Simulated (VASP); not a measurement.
# Ni (Fm-3m) in VASP: single point with PBE

Aim: the single point of Ni with PBE.

Everything below comes from runs of VASP 6.6.1. Logs are shortened: lines on timing, memory, paths and dates and some standing lists are left out, and cuts for length are marked.

## (1) The cell of the first run

Symmetry: Fm-3m, No. 225, cubic system. The conventional cell has a = 3.530 Å, b = 3.530 Å, c = 3.530 Å, α = 90.00°, β = 90.00°, γ = 90.00°. Ni (site symmetry m-3m) has 12 Ni at 2.50 Å within 3.3 Å.

## (2) Single point, PBE, collinear spin, ferromagnetic start

Contents of INCAR:

```
SYSTEM = Ni
PREC = Accurate ; ENCUT = 520
EDIFF = 1E-6 ; ISMEAR = 0
SIGMA = 0.1 ; LREAL = .False.
LASPH = .True. ; NELM = 150
ALGO = Normal ; ISIF = 2
LWAVE = .False. ; LCHARG = .True.
ISPIN = 2 ; MAGMOM = 2 2
LORBIT = 11 ; LMAXMIX = 4
GGA = PE ; LELF = .True.
LVHAR = .True. ; ISYM = 0
NBANDS = 21
```

Contents of KPOINTS:

```
regular mesh
0
Gamma
  13 8 11
  0 0 0
```

Contents of POSCAR:

```
Ni
1.0
    0.0000000000     -1.7647500000     -1.7647500000
   -3.5295000000     -1.7647500000     -1.7647500000
    0.0000000000      1.7647500000     -1.7647500000
Ni
2
Direct
    0.0000000000      0.0000000000      0.0000000000
    0.0000000000      0.5000000000      0.5000000000
```

Potentials or basis: VASP PAW PBE potentials, release 64 (Ni).

Run with:

```
cat potpaw_PBE.64/Ni/POTCAR > POTCAR
mpirun -np 1 vasp_std > vasp.out
```

OUTCAR:

```text
SYSTEM = Ni
   PREC = Accurate
   ENCUT = 520
   EDIFF = 1E-6
   ISMEAR = 0
   LREAL = .False.
   LASPH = .True.
   NELM = 150
   ISIF = 2
   ISPIN = 2
   LORBIT = 11
   GGA = PE
   ISYM = 0

 ion  position               nearest neighbor table
   1  0.000  0.000  0.000-   2 2.50   2 2.50   2 2.50   2 2.50   2 2.50   2 2.50   2 2.50   2 2.50

   2  0.000  0.500  0.500-   1 2.50   1 2.50   1 2.50   1 2.50   1 2.50   1 2.50   1 2.50   1 2.50

IMPORTANT INFORMATION: All symmetrisations will be switched off!
NOSYMM: (Re-)initialisation of all symmetry stuff for point group C_1.

----------------------------------------------------------------------------------------

                                     Primitive cell

  volume of cell :      21.9841

  direct lattice vectors                    reciprocal lattice vectors
     0.000000000 -1.764750000 -1.764750000     0.283326250 -0.283326250 -0.283326250
    -3.529500000 -1.764750000 -1.764750000    -0.283326250  0.000000000  0.000000000
     0.000000000  1.764750000 -1.764750000     0.000000000  0.283326250 -0.283326250

  length of vectors
     2.495733384  4.322737024  2.495733384     0.490735460  0.283326250  0.400683826

  position of ions in fractional coordinates (direct lattice)
     0.000000000  0.000000000  0.000000000
     0.000000000  0.500000000  0.500000000

  ion indices of the primitive-cell ions
   primitive index   ion index
                 1           1
                 2           2

----------------------------------------------------------------------------------------

 KPOINTS: regular mesh

Automatic generation of k-mesh.
 Grid dimensions read from file:
 generate k-points for:   13    8   11

 Generating k-lattice:

  Cartesian coordinates                     Fractional coordinates (reciprocal lattice)
     0.021794327 -0.021794327 -0.021794327     0.076923077  0.000000000  0.000000000
    -0.035415781  0.000000000  0.000000000     0.000000000  0.125000000  0.000000000
     0.000000000  0.025756932 -0.025756932     0.000000000  0.000000000  0.090909091

  Length of vectors
     0.037748882  0.035415781  0.036425802

  Shift w.r.t. Gamma in fractional coordinates (k-lattice)
     0.000000000  0.000000000  0.000000000

 -----------------------------------------------------------------------------
|                                                                             |
|           W    W    AA    RRRRR   N    N  II  N    N   GGGG   !!!           |
|           W    W   A  A   R    R  NN   N  II  NN   N  G    G  !!!           |
|           W    W  A    A  R    R  N N  N  II  N N  N  G       !!!           |
|           W WW W  AAAAAA  RRRRR   N  N N  II  N  N N  G  GGG   !            |
|           WW  WW  A    A  R   R   N   NN  II  N   NN  G    G                |
|           W    W  A    A  R    R  N    N  II  N    N   GGGG   !!!           |
|                                                                             |
|     Your reciprocal lattice and k-lattice belong to different lattice       |
|     classes:                                                                |
|                                                                             |
|        The reciprocal lattice is simple tetragonal,                         |
|        whereas your k-lattice is simple monoclinic.                         |
|                                                                             |
|     Results are often still useful ...                                      |
|                                                                             |
 -----------------------------------------------------------------------------

 WARNING: IBZKPT: internal override: KBLOWUP is changed to .FALSE.
      ... skipping the blow-up phase ...

 Subroutine IBZKPT returns following result:
 ===========================================

 Found    573 irreducible k-points:

 Following reciprocal coordinates:
            Coordinates               Weight
  0.000000  0.000000  0.000000      1.000000
  0.076923  0.000000  0.000000      2.000000
  0.153846  0.000000  0.000000      2.000000
  0.230769  0.000000  0.000000      2.000000
  0.307692  0.000000  0.000000      2.000000
  0.384615  0.000000  0.000000      2.000000
[... 16 lines left out ...]
  0.153846  0.250000  0.000000      2.000000
  0.230769  0.250000  0.000000      2.000000
 [... further k-points ...]
   k-points           NKPTS =    573   k-points in BZ     NKDIM =    573   number of bands    NBANDS=     21
   number of dos      NEDOS =    301   number of ions     NIONS =      2
   total plane-waves  NPLWV =  12800
   dimension x,y,z NGX =    20 NGY =   32 NGZ =   20
   dimension x,y,z NGXF=    40 NGYF=   64 NGZF=   40
   ions per type =               2
   NGX,Y,Z   is equivalent  to a cutoff of  13.32, 12.31, 13.32 a.u.
   NGXF,Y,Z  is equivalent  to a cutoff of  26.64, 24.61, 26.64 a.u.
 SYSTEM =  Ni
   PREC   = accura    normal or accurate (medium, high low for compatibility)
   ISTART =      0    job   : 0-new  1-cont  2-samecut
   ICHARG =      2    charge: 1-file 2-atom 10-const
   ISPIN  =      2    spin polarized calculation?
   LNONCOLLINEAR =      F non collinear calculations
   LSORBIT =      F    spin-orbit coupling
   LASPH  =      T    aspherical Exc in radial PAW
   ENCUT  =  520.0 eV  38.22 Ry    6.18 a.u.   4.64  8.04  4.64*2*pi/ulx,y,z
   NELM   =    150;   NELMIN=  2; NELMDL= -5     # of ELM steps
   EDIFF  = 0.1E-05   stopping-criterion for ELM
   LREAL  =      F    real-space projection
   EDIFFG = 0.1E-04   stopping-criterion for IOM
   NSW    =      0    number of steps for IOM
   IBRION =     -1    ionic relax: 0-MD 1-quasi-New 2-CG
   NFREE  =      0    steps in history (QN), initial steepest desc. (CG)
   ISIF   =      2    stress and relaxation
   ISYM   =      0    0-nonsym 1-usesym 2-fastsym
   POTIM  = 0.5000    time-step for ionic-motion
   TEBEG  =    0.0;   TEEND  =   0.0 temperature during run
   PSTRESS=    0.0 pullay stress
   NELECT =      20.0000    total number of electrons
   NUPDOWN=      -1.0000    fix difference up-down
   EMIN   =  10.00;   EMAX   =-10.00  energy-range for DOS
   EFERMI =   0.00;   METHOD = LEGACY
   ISMEAR =     0;   SIGMA  =   0.10  broadening in eV -4-tet -1-fermi 0-gaus
   EFERMI_NEDOS =   21; number of points for ismear=-14 and -15
   IALGO  =     38    algorithm
   IMIX   =      4    mixing-type and parameters
     AMIX     =   0.40;   BMIX     =  1.00
     AMIX_MAG =   1.60;   BMIX_MAG =  1.00
  volume/ion in A,a.u.               =      10.99        74.18
  Fermi-wavevector in a.u.,A,eV,Ry     =   1.586287  2.997647 34.236408  2.516305
  Thomas-Fermi vector in A             =   2.685621
   LORBIT       =     11    0 simple, 1 ext, 2 COOP (PROOUT), +10 PAW based schemes
   GGA     = PE    functional components
   LHFCALC =     F    Hartree Fock is set to
   AEXX    =    0.0000 exact exchange contribution
   IVDW    =     0    specifies the selected vdW correction
   LEPSILON=     F    determine dielectric tensor
   LRPA    =     F    only Hartree local field effects (RPA)
 spin polarized calculation
 Gauss-broadening in eV      SIGMA  =   0.10
  energy-cutoff  :      520.00
  volume of cell :       21.98
 maximum number of plane-waves:       613
   NGX =  9   NGY = 17   NGZ =  9

 number of electron      19.9999988 magnetization       1.2445578

 Free energy of the ion-electron system (eV)
  ---------------------------------------------------
  ext. energy  EPLUGINS =         0.00000000
  ---------------------------------------------------
  free energy    TOTEN  =       -10.94916387 eV

  energy without entropy =      -10.93208541  energy(sigma->0) =      -10.94062464

 E-fermi :   9.2318     XC(G=0): -13.1953

 val. band max:        9.2308174053   @ k =   0.4615   0.5000   0.2727
 cond. band min:       9.2320948674   @ k =  -0.2308   0.5000   0.1818
 fundamental gap:      0.0012774621
 Fermi energy:         9.2317507843

 spin component 1

 k-point     1 :       0.0000    0.0000    0.0000
  band No.  band energies     occupation
      1       0.2931      1.00000
      2       4.6466      1.00000
      3       5.0897      1.00000
      4       6.8214      1.00000
      5       6.8216      1.00000
      6       6.8244      1.00000
[... 13 lines left out ...]
     20      36.6491      0.00000
     21      36.6497      0.00000

 k-point     2 :       0.0769    0.0000    0.0000
  band No.  band energies     occupation
      1       0.5224      1.00000
      2       4.7317      1.00000
      3       5.1629      1.00000
      4       6.7640      1.00000
      5       6.8713      1.00000
      6       6.8742      1.00000
[... 520 lines left out ...]
 k-point    24 :       0.2308    0.2500    0.0000
  band No.  band energies     occupation
      1       1.6267      1.00000
      2       5.2396      1.00000
      3       5.5045      1.00000
      4       6.5019      1.00000
      5       7.0530      1.00000
      6       7.0885      1.00000
[... 13 lines left out ...]
     20      38.0425      0.00000
     21      38.3227      0.00000

 [... further k-points ...]

 spin component 2

 k-point     1 :       0.0000    0.0000    0.0000
  band No.  band energies     occupation
      1       0.2571      1.00000
      2       4.9870      1.00000
      3       5.7035      1.00000
      4       7.5719      1.00000
      5       7.5745      1.00000
      6       7.5750      1.00000
[... 13 lines left out ...]
     20      36.6306      0.00000
     21      36.6309      0.00000

 k-point     2 :       0.0769    0.0000    0.0000
  band No.  band energies     occupation
      1       0.4867      1.00000
      2       5.0693      1.00000
      3       5.7768      1.00000
      4       7.5096      1.00000
      5       7.6232      1.00000
      6       7.6261      1.00000
[... 520 lines left out ...]
 k-point    24 :       0.2308    0.2500    0.0000
  band No.  band energies     occupation
      1       1.5962      1.00000
      2       5.6378      1.00000
      3       6.0655      1.00000
      4       7.2128      1.00000
      5       7.7655      1.00000
      6       7.8552      1.00000
[... 13 lines left out ...]
     20      38.0089      0.00000
     21      38.2879      0.00000

 [... further k-points ...]

------------------------ aborting loop because EDIFF is reached ----------------------------------------

  FORCE on cell =-STRESS in cart. coord.  units (eV):
  Direction    XX          YY          ZZ          XY          YZ          ZX
  --------------------------------------------------------------------------------------
  -------------------------------------------------------------------------------------
  Total       -0.2569849     -0.2831309     -0.2831363     -0.0031146      0.0013743     -0.0031147
  in kB      -18.7287451    -20.6342338    -20.6346247     -0.2269867      0.1001603     -0.2269944
  external PRESSURE =     -19.9992012 kB  Pullay stress =       0.0000000 kB

 VOLUME and BASIS-vectors are now :
 -----------------------------------------------------------------------------
  energy-cutoff  :      520.00
  volume of cell :       21.98
      direct lattice vectors                 reciprocal lattice vectors
     0.000000000 -1.764750000 -1.764750000     0.283326250 -0.283326250 -0.283326250
    -3.529500000 -1.764750000 -1.764750000    -0.283326250  0.000000000  0.000000000
     0.000000000  1.764750000 -1.764750000     0.000000000  0.283326250 -0.283326250

 POSITION                                       TOTAL-FORCE (eV/Angst)
 -----------------------------------------------------------------------------------
      0.00000      0.00000      0.00000         0.000000      0.000000      0.000000
     -1.76475      0.00000     -1.76475        -0.000000     -0.000000     -0.000000
 -----------------------------------------------------------------------------------
    total drift:                               -0.000000      0.000000     -0.000000

  FREE ENERGIE OF THE ION-ELECTRON SYSTEM (eV)
  ---------------------------------------------------
  free  energy   TOTEN  =       -10.9491638675 eV

  energy  without entropy=      -10.9320854062  energy(sigma->0) =      -10.94062464

 total charge

# of ion       s       p       d       tot
------------------------------------------
    1        0.493   0.489   8.310   9.292
    2        0.493   0.489   8.310   9.292
--------------------------------------------------
tot          0.986   0.978  16.619  18.583

 magnetization (x)

# of ion       s       p       d       tot
------------------------------------------
    1       -0.007  -0.025   0.666   0.635
    2       -0.007  -0.025   0.666   0.635
--------------------------------------------------
tot         -0.013  -0.049   1.333   1.270
```

Wall time 5 min (1 thread of Intel Xeon Platinum 8488C (Sapphire Rapids), shared host); peak memory 0.44 GiB.

Results:

- Free energy: -10.9492 eV
- Pressure: -2.0 GPa
- Net moment: 1.24 μB per cell
- Site moments: Ni +0.64 μB
- Valence electrons inside the program's atomic spheres: Ni 9.29

Levels at points of the mesh, in eV from the Fermi level:
Spin up:
| k point | band 9 | band 10 | band 11 | band 12 | band 13 | band 14 |
| --- | --- | --- | --- | --- | --- | --- |
| (0.00, 0.00, 0.00) | -0.55 | -0.48 | -0.48 | 2.44 | 9.13 | 14.73 |
| (0.00, 0.50, 0.00) | -1.59 | -1.59 | -0.90 | -0.90 | 19.13 | 19.13 |
Spin down:
```
           k point  band 7  band 8  band 9  band 10  band 11  band 12  band 13  band 14
(0.00, 0.00, 0.00)   -0.67   -0.67    0.06     0.38     0.38     2.40     9.37    14.74
(0.00, 0.50, 0.00)   -0.80   -0.80   -0.80    -0.80    -0.31    -0.31    19.20    19.20
```
